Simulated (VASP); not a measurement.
# CuO2 (Fm-3m) in VASP: a series of runs

CuO2 is run at these levels: PBEsol; tasks: single point.

All numbers are computed with VASP 6.6.1; they aren't measurements. Logs are shortened: lines on timing, memory, paths and dates and some standing lists are left out, and cuts for length are marked.

## (1) The cell of the first run

It takes space group Fm-3m (No. 225, cubic). Conventional cell: a = 4.766 Å, b = 4.766 Å, c = 4.766 Å, α = 90.00°, β = 90.00°, γ = 90.00°. Cu (site symmetry m-3m) has 8 O at 2.06 Å within 2.7 Å. O (site symmetry -43m) has 4 Cu at 2.06 Å and 6 O at 2.38 Å within 2.7 Å.

## (2) Single point, PBEsol, collinear spin, ferromagnetic start

Contents of INCAR:

```
ALGO = Normal
EDIFF = 1E-7
ENCUT = 520
GGA = PS
ISIF = 2
ISMEAR = 0
ISPIN = 2
LASPH = T
LCHARG = F
LMAXMIX = 4
LORBIT = 11
LREAL = F
LWAVE = F
MAGMOM = 0.72 0.8 0.8
NBANDS = 22
NELM = 150
PREC = Accurate
SIGMA = 0.1
```

Contents of KPOINTS:

```
k-points
0
Gamma
  8 8 8
```

Contents of POSCAR:

```
CuO2
1.0
    0.0000000000      2.3829473137      2.3829473137
    2.3829473137      0.0000000000      2.3829473137
    2.3829473137      2.3829473137      0.0000000000
Cu O
1 2
Direct
    0.0000000000      0.0000000000      0.0000000000
    0.2500000000      0.2500000000      0.2500000000
    0.7500000000      0.7500000000      0.7500000000
```

Potentials or basis: VASP PAW PBE potentials, release 64 (Cu, O).

The run is started by

```
$ cat potpaw_PBE.64/Cu/POTCAR potpaw_PBE.64/O/POTCAR > POTCAR
$ mpirun -np 1 vasp_std > vasp.out
```

OUTCAR:

```text
EDIFF = 1E-7
   ENCUT = 520
   GGA = PS
   ISIF = 2
   ISMEAR = 0
   ISPIN = 2
   LASPH = T
   LORBIT = 11
   LREAL = F
   NELM = 150
   PREC = Accurate

 ion  position               nearest neighbor table
   1  0.000  0.000  0.000-   3 2.06   3 2.06   3 2.06   2 2.06   3 2.06   2 2.06   2 2.06   2 2.06

   2  0.250  0.250  0.250-   1 2.06   1 2.06   1 2.06   1 2.06
   3  0.750  0.750  0.750-   1 2.06   1 2.06   1 2.06   1 2.06

  LATTYP: Found a face centered cubic cell.
 ALAT       =     4.7658946274

  Lattice vectors:

 A1 = (   0.0000000000,   2.3829473137,   2.3829473137)
 A2 = (   2.3829473137,   0.0000000000,   2.3829473137)
 A3 = (   2.3829473137,   2.3829473137,   0.0000000000)

Analysis of symmetry for initial positions (statically):
=====================================================================
 Subroutine PRICEL returns:
 Original cell was already a primitive cell.

 Routine SETGRP: Setting up the symmetry group for a
 face centered cubic supercell.

 Subroutine GETGRP returns: Found 48 space group operations
 (whereof 48 operations were pure point group operations)
 out of a pool of 48 trial point group operations.

The static configuration has the point symmetry O_h .

Analysis of symmetry for dynamics (positions and initial velocities):
=====================================================================
 Subroutine PRICEL returns:
 Original cell was already a primitive cell.

 Routine SETGRP: Setting up the symmetry group for a
 face centered cubic supercell.

 Subroutine GETGRP returns: Found 48 space group operations
 (whereof 48 operations were pure point group operations)
 out of a pool of 48 trial point group operations.

The dynamic configuration has the point symmetry O_h .

Analysis of structural, dynamic, and magnetic symmetry:
=====================================================================
 Subroutine PRICEL returns:
 Original cell was already a primitive cell.

 Routine SETGRP: Setting up the symmetry group for a
 face centered cubic supercell.

 Subroutine GETGRP returns: Found 48 space group operations
 (whereof 48 operations were pure point group operations)
 out of a pool of 48 trial point group operations.

The overall configuration has the point symmetry O_h .

 Subroutine INISYM returns: Found 48 space group operations
 (whereof 48 operations are pure point group operations),
 and found     1 'primitive' translations

----------------------------------------------------------------------------------------

                                     Primitive cell

  volume of cell :      27.0628

  direct lattice vectors                    reciprocal lattice vectors
     0.000000000  2.382947314  2.382947314    -0.209824194  0.209824194  0.209824194
     2.382947314  0.000000000  2.382947314     0.209824194 -0.209824194  0.209824194
     2.382947314  2.382947314  0.000000000     0.209824194  0.209824194 -0.209824194

  length of vectors
     3.369996409  3.369996409  3.369996409     0.363426165  0.363426165  0.363426165

  position of ions in fractional coordinates (direct lattice)
     0.000000000  0.000000000  0.000000000
     0.250000000  0.250000000  0.250000000
     0.750000000  0.750000000  0.750000000

  ion indices of the primitive-cell ions
   primitive index   ion index
                 1           1
                 2           2
                 3           3

----------------------------------------------------------------------------------------

 KPOINTS: k-points

Automatic generation of k-mesh.
 Grid dimensions read from file:
 generate k-points for:    8    8    8

 Generating k-lattice:

  Cartesian coordinates                     Fractional coordinates (reciprocal lattice)
    -0.026228024  0.026228024  0.026228024     0.125000000  0.000000000  0.000000000
     0.026228024 -0.026228024  0.026228024     0.000000000  0.125000000  0.000000000
     0.026228024  0.026228024 -0.026228024     0.000000000  0.000000000  0.125000000

  Length of vectors
     0.045428271  0.045428271  0.045428271

  Shift w.r.t. Gamma in fractional coordinates (k-lattice)
     0.000000000  0.000000000  0.000000000

 Subroutine IBZKPT returns following result:
 ===========================================

 Found     29 irreducible k-points:

 Following reciprocal coordinates:
            Coordinates               Weight
  0.000000  0.000000  0.000000      1.000000
  0.125000  0.000000  0.000000      8.000000
  0.250000  0.000000  0.000000      8.000000
  0.375000  0.000000  0.000000      8.000000
  0.500000  0.000000  0.000000      4.000000
  0.125000  0.125000  0.000000      6.000000
[... 16 lines left out ...]
  0.500000  0.250000  0.125000     48.000000
 -0.375000  0.250000  0.125000     24.000000
 [... further k-points ...]
   k-points           NKPTS =     29   k-points in BZ     NKDIM =     29   number of bands    NBANDS=     22
   number of dos      NEDOS =    301   number of ions     NIONS =      3
   total plane-waves  NPLWV =  21952
   dimension x,y,z NGX =    28 NGY =   28 NGZ =   28
   dimension x,y,z NGXF=    56 NGYF=   56 NGZF=   56
   ions per type =               1   2
   NGX,Y,Z   is equivalent  to a cutoff of  13.81, 13.81, 13.81 a.u.
   NGXF,Y,Z  is equivalent  to a cutoff of  27.63, 27.63, 27.63 a.u.
 SYSTEM =  unknown system
   PREC   = accura    normal or accurate (medium, high low for compatibility)
   ISTART =      0    job   : 0-new  1-cont  2-samecut
   ICHARG =      2    charge: 1-file 2-atom 10-const
   ISPIN  =      2    spin polarized calculation?
   LNONCOLLINEAR =      F non collinear calculations
   LSORBIT =      F    spin-orbit coupling
   LASPH  =      T    aspherical Exc in radial PAW
   ENCUT  =  520.0 eV  38.22 Ry    6.18 a.u.   6.27  6.27  6.27*2*pi/ulx,y,z
   NELM   =    150;   NELMIN=  2; NELMDL= -5     # of ELM steps
   EDIFF  = 0.1E-06   stopping-criterion for ELM
   LREAL  =      F    real-space projection
   EDIFFG = 0.1E-05   stopping-criterion for IOM
   NSW    =      0    number of steps for IOM
   IBRION =     -1    ionic relax: 0-MD 1-quasi-New 2-CG
   NFREE  =      0    steps in history (QN), initial steepest desc. (CG)
   ISIF   =      2    stress and relaxation
   ISYM   =      2    0-nonsym 1-usesym 2-fastsym
   POTIM  = 0.5000    time-step for ionic-motion
[... 22 lines left out ...]
 spin polarized calculation
 Gauss-broadening in eV      SIGMA  =   0.10
  energy-cutoff  :      520.00
  volume of cell :       27.06
 maximum number of plane-waves:       745
 NGX is ok and might be reduce to    28
   NGX = 13   NGY = 13   NGZ = 13

 number of electron      23.0000006 magnetization       1.7657061

 Free energy of the ion-electron system (eV)
  ---------------------------------------------------
  ext. energy  EPLUGINS =         0.00000000
  ---------------------------------------------------
  free energy    TOTEN  =       -14.43201553 eV

  energy without entropy =      -14.41949958  energy(sigma->0) =      -14.42575756

 E-fermi :   4.4203     XC(G=0): -12.3664

 val. band max:        4.4057055224   @ k =  -0.3750   0.3750   0.0000
 cond. band min:       4.4504032879   @ k =   0.5000   0.2500   0.0000
 fundamental gap:      0.0446977654
 Fermi energy:         4.4202881934

 spin component 1

 k-point     1 :       0.0000    0.0000    0.0000
  band No.  band energies     occupation
      1     -15.8470      1.00000
      2     -11.6239      1.00000
      3      -1.8218      1.00000
      4      -1.8218      1.00000
      5      -1.8218      1.00000
      6       1.4632      1.00000
[... 14 lines left out ...]
     21      32.6653      0.00000
     22      32.6653      0.00000

 k-point     2 :       0.1250    0.0000    0.0000
  band No.  band energies     occupation
      1     -15.6890      1.00000
      2     -11.8160      1.00000
      3      -1.7217      1.00000
      4      -1.7217      1.00000
      5      -1.5322      1.00000
      6       1.3466      1.00000
[... 14 lines left out ...]
     21      31.7885      0.00000
     22      32.7476      0.00000

 k-point     3 :       0.2500    0.0000    0.0000
  band No.  band energies     occupation
      1     -15.2414      1.00000
      2     -12.3221      1.00000
      3      -1.4561      1.00000
      4      -1.4561      1.00000
      5      -0.7916      1.00000
      6       1.1250      1.00000
[... 14 lines left out ...]
     21      30.3412      0.00000
     22      32.2336      0.00000
[... 476 lines left out ...]
 k-point    23 :       0.5000    0.2500    0.1250
  band No.  band energies     occupation
      1     -14.3341      1.00000
      2     -13.0986      1.00000
      3      -1.7786      1.00000
      4      -1.3137      1.00000
      5      -0.7537      1.00000
      6       0.5592      1.00000
[... 14 lines left out ...]
     21      29.3187      0.00000
     22      30.0940      0.00000

 k-point    24 :      -0.3750    0.2500    0.1250
  band No.  band energies     occupation
      1     -13.7524      1.00000
      2     -13.6490      1.00000
      3      -1.7995      1.00000
      4      -1.5748      1.00000
      5      -0.5395      1.00000
      6       0.4415      1.00000
[... 14 lines left out ...]
     21      29.0131      0.00000
     22      29.3945      0.00000

 [... further k-points ...]

 spin component 2

 k-point     1 :       0.0000    0.0000    0.0000
  band No.  band energies     occupation
      1     -15.0002      1.00000
      2     -10.4913      1.00000
      3      -1.0628      1.00000
      4      -1.0628      1.00000
      5      -1.0628      1.00000
      6       1.8658      1.00000
[... 14 lines left out ...]
     21      32.9755      0.00000
     22      32.9755      0.00000

 k-point     2 :       0.1250    0.0000    0.0000
  band No.  band energies     occupation
      1     -14.8336      1.00000
      2     -10.7004      1.00000
      3      -0.9609      1.00000
      4      -0.9609      1.00000
      5      -0.7555      1.00000
      6       1.7786      1.00000
[... 14 lines left out ...]
     21      32.0721      0.00000
     22      33.2721      0.00000

 k-point     3 :       0.2500    0.0000    0.0000
  band No.  band energies     occupation
      1     -14.3608      1.00000
      2     -11.2473      1.00000
      3      -0.6943      1.00000
      4      -0.6943      1.00000
      5       0.0239      1.00000
      6       1.6245      1.00000
[... 14 lines left out ...]
     21      30.6005      0.00000
     22      32.7147      0.00000
[... 476 lines left out ...]
 k-point    23 :       0.5000    0.2500    0.1250
  band No.  band energies     occupation
      1     -13.3936      1.00000
      2     -12.0742      1.00000
      3      -1.0771      1.00000
      4      -0.6206      1.00000
      5       0.0246      1.00000
      6       1.2862      1.00000
[... 14 lines left out ...]
     21      29.6587      0.00000
     22      30.3437      0.00000

 k-point    24 :      -0.3750    0.2500    0.1250
  band No.  band energies     occupation
      1     -12.7742      1.00000
      2     -12.6596      1.00000
      3      -1.1224      1.00000
      4      -0.8833      1.00000
      5       0.2231      1.00000
      6       1.2372      1.00000
[... 14 lines left out ...]
     21      29.2969      0.00000
     22      29.6376      0.00000

 [... further k-points ...]

------------------------ aborting loop because EDIFF is reached ----------------------------------------

  FORCE on cell =-STRESS in cart. coord.  units (eV):
  Direction    XX          YY          ZZ          XY          YZ          ZX
  --------------------------------------------------------------------------------------
  -------------------------------------------------------------------------------------
  Total        0.1386063      0.1386063      0.1386063      0.0000000      0.0000000     -0.0000000
  in kB        8.2057884      8.2057884      8.2057884      0.0000000      0.0000000     -0.0000000
  external PRESSURE =       8.2057884 kB  Pullay stress =       0.0000000 kB

 VOLUME and BASIS-vectors are now :
 -----------------------------------------------------------------------------
  energy-cutoff  :      520.00
  volume of cell :       27.06
      direct lattice vectors                 reciprocal lattice vectors
     0.000000000  2.382947314  2.382947314    -0.209824194  0.209824194  0.209824194
     2.382947314  0.000000000  2.382947314     0.209824194 -0.209824194  0.209824194
     2.382947314  2.382947314  0.000000000     0.209824194  0.209824194 -0.209824194

 POSITION                                       TOTAL-FORCE (eV/Angst)
 -----------------------------------------------------------------------------------
      0.00000      0.00000      0.00000         0.000000     -0.000000      0.000000
      1.19147      1.19147      1.19147         0.000000      0.000000      0.000000
      3.57442      3.57442      3.57442        -0.000000     -0.000000     -0.000000
 -----------------------------------------------------------------------------------
    total drift:                               -0.000000     -0.000000      0.000000

  FREE ENERGIE OF THE ION-ELECTRON SYSTEM (eV)
  ---------------------------------------------------
  free  energy   TOTEN  =       -14.4320155312 eV

  energy  without entropy=      -14.4194995810  energy(sigma->0) =      -14.42575756

 total charge

# of ion       s       p       d       tot
------------------------------------------
    1        0.354   0.457   8.978   9.788
    2        1.610   3.214   0.000   4.825
    3        1.610   3.214   0.000   4.825
--------------------------------------------------
tot          3.574   6.886   8.978  19.437

 magnetization (x)

# of ion       s       p       d       tot
------------------------------------------
    1       -0.018  -0.019   0.565   0.527
    2        0.007   0.544   0.000   0.551
    3        0.007   0.544   0.000   0.551
--------------------------------------------------
tot         -0.004   1.068   0.565   1.629
```

It took 32 s on 1 thread of Intel Xeon 6975P-C (Granite Rapids), shared host; peak memory 0.18 GiB.

Results:

```
Free energy                                           : -14.4320 eV
Pressure                                              : 0.8 GPa
Net moment                                            : 1.77 μB per cell
Site moments                                          : Cu +0.53; O +0.55 μB
Valence electrons inside the program's atomic spheres : Cu 9.79; O 4.83
```

Caveat: the PAW data sets were made with another functional, which shifts forces and pressure a little; a cell with one magnetic atom can't hold antiferromagnetic order, which such compounds often take; semilocal functionals often make such compounds metallic where correlation or magnetic order opens a gap, which also shifts bond lengths. With open d or f shells a metallic result of PBEsol can be an artefact of self-interaction; +U or a hybrid may open a gap.

## (3) Single point, PBEsol

This run uses another cell than the first one, of 8.97 Å³/atom, 0.994 times its volume.

Contents of INCAR:

```
SYSTEM = CuO2
ALGO     = Normal         ! electronic algorithm
EDIFF    = 1E-7           ! SCF threshold, eV
ENCUT    = 520            ! plane-wave cutoff, eV
GGA      = PS             ! functional
ISIF     = 2              ! what is computed and relaxed
ISMEAR   = 0              ! smearing method
LASPH    = .TRUE.         ! aspherical terms in the spheres
LCHARG   = .TRUE.         ! write CHGCAR
LELF     = .TRUE.         ! ELF
LREAL    = .FALSE.        ! projectors in reciprocal space
LVHAR    = .TRUE.       
LWAVE    = .FALSE.        ! write WAVECAR
NBANDS   = 18             ! bands
NELM     = 60             ! most SCF steps
PREC     = Accurate       ! precision mode
SIGMA    = 0.1            ! smearing width, eV
```

Contents of KPOINTS:

```
k-points
0
G
  16 16 16
  0 0 0
```

Contents of POSCAR:

```
CuO2
1.0
    0.0000000000      2.3781060217      2.3781060217
    2.3781060217      0.0000000000      2.3781060217
    2.3781060217      2.3781060217      0.0000000000
Cu O
1 2
Direct
    0.0000000000      0.0000000000      0.0000000000
    0.2500000000      0.2500000000      0.2500000000
    0.7500000000      0.7500000000      0.7500000000
```

Potentials or basis: VASP PAW PBE potentials, release 64 (Cu, O).

The run is started by

```
$ cat potpaw_PBE.64/Cu/POTCAR potpaw_PBE.64/O/POTCAR > POTCAR
$ mpirun -np 1 vasp_std > vasp.out
```

It took 55 s on 1 thread of Intel Xeon 6975P-C (Granite Rapids), shared host; peak memory 0.2 GiB.

The run converged. Its results:

```yaml
Free_energy: -14.2059 eV
Pressure: 0.5 GPa
```

Levels at points of the mesh, in eV from the Fermi level:
```tsv
k point	band 9	band 10	band 11	band 12	band 13	band 14
(0.00, 0.00, 0.00)	-1.10	-1.10	-0.08	-0.08	-0.08	6.02
(0.50, 0.00, 0.00)	-2.98	-2.98	-2.28	0.05	0.05	10.11
(0.50, 0.50, 0.00)	-2.61	-2.41	0.04	0.68	0.68	8.61
```

Caveat: the PAW data sets were made with another functional, which shifts forces and pressure a little; an odd number of electrons without spin polarisation forces a metal; a magnetic or distorted state may lie lower; semilocal functionals often make such compounds metallic where correlation or magnetic order opens a gap, which also shifts bond lengths. With open d or f shells a metallic result of PBEsol can be an artefact of self-interaction; +U or a hybrid may open a gap.

## (4) Single point, PBEsol

Contents of INCAR:

```
SYSTEM = CuO2
PREC = Accurate
ENCUT = 520
EDIFF = 1E-7
ISMEAR = 0
SIGMA = 0.1
LREAL = .FALSE.
LASPH = .TRUE.
NELM = 100
ALGO = Normal
ISIF = 2
LWAVE = .FALSE.
LCHARG = .FALSE.
GGA = PS
NBANDS = 18
```

Contents of KPOINTS:

```
regular mesh
0
G
  16 16 16
  0 0 0
```

Contents of POSCAR:

```
CuO2
1.0
    0.0000000000      2.3844798727      2.3844798727
    2.3844798727      0.0000000000      2.3844798727
    2.3844798727      2.3844798727      0.0000000000
Cu O
1 2
Direct
    0.0000000000      0.0000000000      0.0000000000
    0.2500000000      0.2500000000      0.2500000000
    0.7500000000      0.7500000000      0.7500000000
```

The run is started by

```
$ cat potpaw_PBE.64/Cu/POTCAR potpaw_PBE.64/O/POTCAR > POTCAR
$ mpirun -np 1 vasp_std > vasp.out
```

Wall time 52 s (1 thread of Intel Xeon 6975P-C (Granite Rapids), shared host); peak memory 0.19 GiB.

Results (log left out):

```yaml
Free_energy: -14.2062 eV
Pressure: -1.3 GPa
```

Levels at points of the mesh, in eV from the Fermi level:
```csv
k point,band 9,band 10,band 11,band 12,band 13,band 14
"(0.00, 0.00, 0.00)",-1.09,-1.09,-0.08,-0.08,-0.08,5.96
"(0.50, 0.00, 0.00)",-2.95,-2.95,-2.27,0.05,0.05,10.03
"(0.50, 0.50, 0.00)",-2.59,-2.39,0.05,0.68,0.68,8.59
```

Caveat: the PAW data sets were made with another functional, which shifts forces and pressure a little; an odd number of electrons without spin polarisation forces a metal; a magnetic or distorted state may lie lower; semilocal functionals often make such compounds metallic where correlation or magnetic order opens a gap, which also shifts bond lengths. With open d or f shells a metallic result of PBEsol can be an artefact of self-interaction; +U or a hybrid may open a gap.

## (5) The runs side by side

```tsv
spin	cell	k mesh	gap on the mesh (eV)	pressure (GPa)
collinear, ferromagnetic start	a = 3.370 Å, angles 60.0°, 3 atoms	8 × 8 × 8	none	0.8
off	a = 3.363 Å, angles 60.0°, 3 atoms	16 × 16 × 16	none	0.5
off	a = 3.372 Å, angles 60.0°, 3 atoms	16 × 16 × 16	none	-1.3
```

Alike in all rows: task single point; level PBEsol; potentials or basis VASP PAW PBE potentials, release 64 (Cu, O); cutoff (eV) 520; smearing gaussian 0.1 eV.

Caveats: the PAW data sets were made with another functional, which shifts forces and pressure a little; semilocal functionals often make such compounds metallic where correlation or magnetic order opens a gap, which also shifts bond lengths; an odd number of electrons without spin polarisation forces a metal (some runs); a magnetic or distorted state may lie lower (some runs); a cell with one magnetic atom can't hold antiferromagnetic order, which such compounds often take (some runs).

Total energies depend on the potentials used, so only differences within one code and one set of settings carry meaning.
